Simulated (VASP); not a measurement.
# SiC (P-6m2) in VASP: notebook, part 2 of 2

VASP 6.6.1. The steps go on from the part before.

**3. Relaxation of cell and atoms, PBE**

This run uses another cell than the first one, of 14.01 Å³/atom, 1.541 times its volume.

File INCAR:

```
PREC     = Accurate       # precision mode
ENCUT    = 600            # plane-wave cutoff, eV
EDIFF    = 1E-6           # SCF threshold, eV
ISMEAR   = 0              # smearing method
SIGMA    = 0.1            # smearing width, eV
LREAL    = F              # projectors in reciprocal space
LASPH    = T              # aspherical terms in the spheres
NELM     = 100            # most SCF steps
ALGO     = Normal         # electronic algorithm
ISIF     = 3              # what is computed and relaxed
LWAVE    = F              # write WAVECAR
LCHARG   = F              # write CHGCAR
GGA      = PE             # functional
IBRION   = 2              # ionic algorithm
NSW      = 90             # ionic steps
EDIFFG   = -0.04          # ionic threshold
```

File KPOINTS:

```
Automatic mesh
0
Gamma
  6 6 4
```

File POSCAR:

```
SiC
1.0
    2.7366218500      0.0000000000      0.0000000000
   -1.3683109300      2.3699840400      0.0000000000
    0.0000000000      0.0000000000      4.3187220500
Si C
1 1
Direct
    0.3333333300      0.6666666700      0.5000000000
    0.6666666700      0.3333333300      0.0000000000
```

Potentials or basis: VASP PAW PBE potentials, release 64 (Si, C).

On the command line:

```bash
$ cat potpaw_PBE.64/Si/POTCAR potpaw_PBE.64/C/POTCAR > POTCAR
$ mpirun -np 1 vasp_std > vasp.out
```

OUTCAR:

```text
PREC = Accurate
   ENCUT = 600
   EDIFF = 1E-6
   ISMEAR = 0
   LREAL = F
   LASPH = T
   NELM = 100
   ISIF = 3
   GGA = PE
   IBRION = 2
   NSW = 90
   EDIFFG = -0.04

 ion  position               nearest neighbor table
   1  0.333  0.667  0.500-
   2  0.667  0.333  0.000-

  LATTYP: Found a hexagonal cell.
 ALAT       =     2.7366218500
 C/A-ratio  =     1.5781215991

  Lattice vectors:

 A1 = (   2.7366218500,   0.0000000000,   0.0000000000)
 A2 = (  -1.3683109300,   2.3699840400,   0.0000000000)
 A3 = (   0.0000000000,   0.0000000000,   4.3187220500)

Analysis of symmetry for initial positions (statically):
=====================================================================
[... 510 lines left out ...]
  free  energy   TOTEN  =       -10.4056973172 eV

  energy  without entropy=      -10.4008462164  energy(sigma->0) =      -10.40327177

[... ionic steps 4 to 17 ...]

--------------------------------------- Ionic step       18  -------------------------------------------

 number of electron       8.0000000 magnetization

------------------------ aborting loop because EDIFF is reached ----------------------------------------
[... 67 lines left out ...]
--------------------------------------- Ionic step       20  -------------------------------------------

 number of electron       8.0000001 magnetization

 Free energy of the ion-electron system (eV)
  ---------------------------------------------------
  ext. energy  EPLUGINS =         0.00000000
  ---------------------------------------------------
  free energy    TOTEN  =       -12.58503549 eV

  energy without entropy =      -12.58488091  energy(sigma->0) =      -12.58495820

 E-fermi :  11.8663     XC(G=0): -12.2427

 val. band max:       11.6813746540   @ k =   0.1667   0.1667   0.5000
 cond. band min:      12.0395375291   @ k =   0.0000   0.0000   0.5000
 fundamental gap:      0.3581628752
 Fermi energy:        11.8662957417

 k-point     1 :       0.0000    0.0000    0.0000
  band No.  band energies     occupation
      1      -6.6128      2.00000
      2       9.6832      2.00000
      3       9.6832      2.00000
      4      11.1419      2.00000
      5      14.8566      0.00000
      6      16.8438      0.00000
      7      17.0056      0.00000
      8      17.0056      0.00000
[... 247 lines left out ...]
  FREE ENERGIE OF THE ION-ELECTRON SYSTEM (eV)
  ---------------------------------------------------
  free  energy   TOTEN  =       -12.5850354899 eV

  energy  without entropy=      -12.5848809091  energy(sigma->0) =      -12.58495820

 reached required accuracy - stopping structural energy minimisation
```

Run time: 93 s. Hardware: 1 thread of AMD EPYC 7R43 (Zen 3), shared host; peak memory 0.11 GiB.

What came out:

```
Free energy                            : -12.5850 eV
Relaxed volume                         : 9.13 Å³/atom
Relaxed cell                           : a = 2.906 Å, b = 2.906 Å, c = 2.496 Å, α = 90.00°, β = 90.00°, γ = 120.00°
Space group after relaxing (to 0.05 Å) : P-6m2 (No. 187)
Energy gained by relaxing              : 1597.3 meV/atom
Ionic steps                            : 20
Pressure after relaxing                : 0.0 GPa
Band gap on the k mesh                 : zero (band 4 reaches 13.08 eV, above the bottom of band 5 at 8.71 eV)
```

Step by step:
| step | energy change (eV) | largest force (eV/Å) | pressure (GPa) | volume (Å³) |
| --- | --- | --- | --- | --- |
| 1 | 0.0000 | 0.0000 | -21.16 | 28.01 |
| 2 | -0.9040 | 0.0000 | -7.61 | 21.12 |
| 3 | -1.0152 | 0.0000 | 4.03 | 19.10 |
| 4 | -1.0176 | 0.0000 | 6.24 | 18.83 |
| 5 | -1.5323 | 0.0000 | 1.06 | 18.57 |
| 6 | -2.3343 | 0.0000 | -1.63 | 18.07 |
| 7 | -2.9440 | 0.0000 | 30.61 | 16.39 |
| 8 | -3.1167 | 0.0000 | 13.25 | 17.07 |
| 9 | -3.1189 | 0.0000 | 14.97 | 16.98 |
| 10 | -3.0837 | 0.0000 | 22.66 | 16.70 |
| 11 | -3.1192 | 0.0000 | 16.83 | 16.91 |
| 12 | -3.0254 | 0.0000 | -14.45 | 20.30 |
| 13 | -3.1869 | 0.0000 | 1.47 | 18.19 |
| 14 | -3.1887 | 0.0000 | 3.45 | 17.99 |
| 15 | -3.1648 | 0.0000 | -5.10 | 18.59 |
| 16 | -3.1941 | 0.0000 | 1.23 | 18.14 |
| 17 | -3.1941 | 0.0000 | 0.89 | 18.17 |
| 18 | -3.1941 | 0.0000 | 1.04 | 18.15 |
| 19 | -3.1942 | 0.0000 | -0.97 | 18.35 |
| 20 | -3.1945 | 0.0000 | 0.00 | 18.25 |

Final structure:
```
Si C
1.0
     2.90611    0.00000    0.00000
    -1.45305    2.51676    0.00000
     0.00000    0.00000    2.49572
Si C
1 1
Direct
  0.33333 0.66667 0.50000
  0.66667 0.33333 0.00000
```

Caveat: the k points lie up to 0.63 Å⁻¹ apart in the final cell; the volume moved by over 15 % at a fixed basis, so the end points are rough.

**4. Single point, PBE, collinear spin, ferromagnetic start**

This run uses another cell than the first one, of 14.01 Å³/atom, 1.541 times its volume.

File INCAR:

```
  PREC = Accurate
  ENCUT = 520
  EDIFF = 1E-6
  ISMEAR = 0
  SIGMA = 0.1
  LREAL = False
  LASPH = True
  NELM = 150
  ALGO = Normal
  ISIF = 2
  LWAVE = False
  LCHARG = True
  ISPIN = 2
  MAGMOM = 0 1
  LORBIT = 11
  GGA = PE
  LELF = True
  LVHAR = True
  NBANDS = 15
```

File KPOINTS:

```
regular mesh
0
Gamma
  6 6 4
```

POSCAR is that of step 3.

On the command line:

```bash
$ cat potpaw_PBE.64/Si/POTCAR potpaw_PBE.64/C/POTCAR > POTCAR
$ mpirun -np 1 vasp_std > vasp.out
```

Wall time 28 s (1 thread of AMD EPYC 7R43 (Zen 3), shared host); peak memory 0.11 GiB.

The run converged. Its results:

```
Free energy                                           : -9.3905 eV
Pressure                                              : -21.1 GPa
Band gap on the k mesh                                : zero (filled and empty bands overlap)
Net moment                                            : 0.00 μB per cell
Valence electrons inside the program's atomic spheres : Si 1.45; C 2.02
```

Stress tensor (GPa, compression positive):
```
-15.38   0.00   0.00
  0.00 -15.38   0.00
  0.00   0.00 -32.62
```

Levels at points of the mesh, in eV from the Fermi level:
Spin up:
| k point | band 2 | band 3 | band 4 | band 5 | band 6 | band 7 |
| --- | --- | --- | --- | --- | --- | --- |
| (0.00, 0.00, 0.00) | -7.25 | -5.05 | 3.41 | 3.41 | 7.30 | 10.58 |
| (0.50, 0.00, 0.00) | -6.14 | -2.42 | -1.12 | -0.47 | 1.69 | 2.79 |
| (0.00, 0.00, 0.50) | -11.35 | 1.03 | 2.54 | 3.50 | 3.50 | 10.56 |
| (0.50, 0.00, 0.50) | -5.52 | -4.65 | -3.99 | 2.01 | 3.10 | 6.07 |
Spin down:
```
           k point  band 2  band 3  band 4  band 5  band 6  band 7
(0.00, 0.00, 0.00)   -7.25   -5.05    3.41    3.41    7.30   10.58
(0.50, 0.00, 0.00)   -6.14   -2.42   -1.12   -0.47    1.69    2.79
(0.00, 0.00, 0.50)  -11.35    1.03    2.54    3.50    3.50   10.56
(0.50, 0.00, 0.50)   -5.52   -4.65   -3.99    2.01    3.10    6.07
```

Caveat: the k points lie up to 0.44 Å⁻¹ apart.

**5. Overview**

```csv
task,spin,cell,k mesh,cutoff (eV),gap on the mesh (eV),pressure (GPa),moment (μB)
single point,"collinear, ferromagnetic start","a = 2.864, b = 2.864, c = 2.558 Å, angles 90.0, 90.0, 120.0°, 2 atoms",6 × 6 × 6,520,none,0.1,0.00
relaxation of cell and atoms,off,"relaxed from a = 2.737, b = 2.737, c = 4.319 Å, angles 90.0, 90.0, 120.0°, 2 atoms",6 × 6 × 4,600,none,0.0,-
single point,"collinear, ferromagnetic start","a = 2.737, b = 2.737, c = 4.319 Å, angles 90.0, 90.0, 120.0°, 2 atoms",6 × 6 × 4,520,none,-21.1,0.00
```

Alike in all rows: level PBE; potentials or basis VASP PAW PBE potentials, release 64 (Si, C); smearing gaussian 0.1 eV.

Caveats: all runs use coarse meshes; the volume moved by over 15 % at a fixed basis, so the end points are rough (some runs).

Total energies depend on the potentials used, so only differences within one code and one set of settings carry meaning.
